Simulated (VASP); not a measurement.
Wanted: the native input for a VASP 6.6.1 run.

| Item | Value |
| --- | --- |
| Task | single point |
| Functional | PBE |
| Potentials or basis | VASP PAW PBE potentials, release 64 (Pd) |
| Cutoff | 520 eV |
| k mesh | 14 × 14 × 7 |
| Occupations | fermi-dirac, width 0.05 eV |
| Spin | no spin polarisation |
| Dipole correction | no |
| Further INCAR settings | ALGO = Normal; EDIFF = 1e-07; NBANDS = 17 |

The structure of Pd lies in POSCAR:

```
Pd
1.0
    2.8735220749      0.0000000000      0.0000000000
   -1.4367610374      2.4885431152      0.0000000000
    0.0000000000      0.0000000000      4.7783142005
Pd
2
Direct
    0.6666666667      0.3333333333      0.7500000000
    0.3333333333      0.6666666667      0.2500000000
```

This isn't the form of Pd at room conditions, which is fcc.

One way to write it, as run:

INCAR

```
SYSTEM = Pd
  PREC = Accurate
  ENCUT = 520
  EDIFF = 1E-7
  ISMEAR = -1
  SIGMA = 0.05
  LREAL = .FALSE.
  LASPH = .TRUE.
  NELM = 60
  ALGO = Normal
  ISIF = 2
  LWAVE = .FALSE.
  LCHARG = .FALSE.
  GGA = PE
  NBANDS = 17
```

KPOINTS

```
Automatic mesh
0
G
  14 14 7
  0 0 0
```

Potentials or basis: VASP PAW PBE potentials, release 64 (Pd).

Run with:

```console
$ cat potpaw_PBE.64/Pd/POTCAR > POTCAR
$ mpirun -np 1 vasp_std > vasp.out
```

It gave:

```json
{"Pressure": "-13.0 GPa", "Band gap on the k mesh": "zero (bands 10 and 11 overlap by 0.62 eV)"}
```

Caveat: the cell stands under tension.

It took 48 s on 1 thread of Intel Xeon 8259CL (shared host), peak memory 0.18 GiB.
